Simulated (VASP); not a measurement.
A run of VASP 6.6.1 is set up as follows.

The input INCAR:

```
  PREC = Accurate
  ENCUT = 600
  EDIFF = 1E-6
  ISMEAR = -1
  SIGMA = 0.05
  LREAL = False
  LASPH = True
  NELM = 100
  ALGO = Normal
  ISIF = 3
  LWAVE = False
  LCHARG = False
  GGA = PE
  IBRION = 2
  NSW = 32
  EDIFFG = -0.005
  PSTRESS = 600.0
```

KPOINTS

```
Automatic mesh
0
Gamma
  20 20 20
```

POSCAR

```
Cu
1.0
    0.0000000000      1.6775142840      1.6775142840
    1.6775142840      0.0000000000      1.6775142840
    1.6775142840      1.6775142840      0.0000000000
Cu
1
Direct
    0.0000000000      0.0000000000      0.0000000000
```

Potentials or basis: VASP PAW PBE potentials, release 64 (Cu).

Launch:

```sh
$ cat potpaw_PBE.64/Cu/POTCAR > POTCAR
$ mpirun -np 1 vasp_std > vasp.out
```

Question: Estimate the band gap on the k mesh.

Answer: Zero (an odd number of electrons rules out a gap without spin polarisation).

Question: What does it give for the relaxed cell?

Answer: a = 2.374 Å, b = 2.374 Å, c = 2.374 Å, α = 60.00°, β = 60.00°, γ = 60.00°.

Final structure:
```
Cu
1.0
     0.00000    1.67838    1.67838
     1.67838    0.00000    1.67838
     1.67838    1.67838    0.00000
Cu
1
Direct
  0.00000 0.00000 0.00000
```
